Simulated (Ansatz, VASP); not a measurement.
**One calculation of CaO, two programs**

```
CELL_PARAMETERS angstrom
0.00000 2.35388 2.35388
2.35388 0.00000 2.35388
2.35388 2.35388 0.00000
ATOMIC_POSITIONS crystal
Ca 0.00000 0.00000 0.00000
O 0.50000 0.50000 0.50000
```

Alike in both runs: functional LDA; k mesh 8 × 8 × 8; occupations gaussian, width 0.1 eV; no spin polarisation.

Ansatz relaxed the structure, and its values are those at the end. VASP's run is a single point on that final structure, the one shown.

|  | VASP | Ansatz |
| --- | --- | --- |
| version | VASP 6.6.1 | Ansatz 0.2.0 |
| potentials or method | VASP PAW LDA potentials, release 64 (Ca_sv, O_h), cutoff 910 eV | scalar-relativistic, plane waves, PAW |
| valence electrons in the cell | 16 | 16 |

```csv
,VASP,Ansatz,Ansatz less VASP
gap on the k mesh at the Fermi level (eV),3.42,3.45,+0.026
least direct gap on the mesh (eV),3.78,3.81,+0.027
```

Ansatz warns that its potentials were made for another functional, while VASP's fit it. LDA's correlation is that of Perdew and Zunger in VASP and of Perdew and Wang (1992) in Ansatz.

Noted on VASP's run: the cutoff is short for stress, so the pressure is rough.
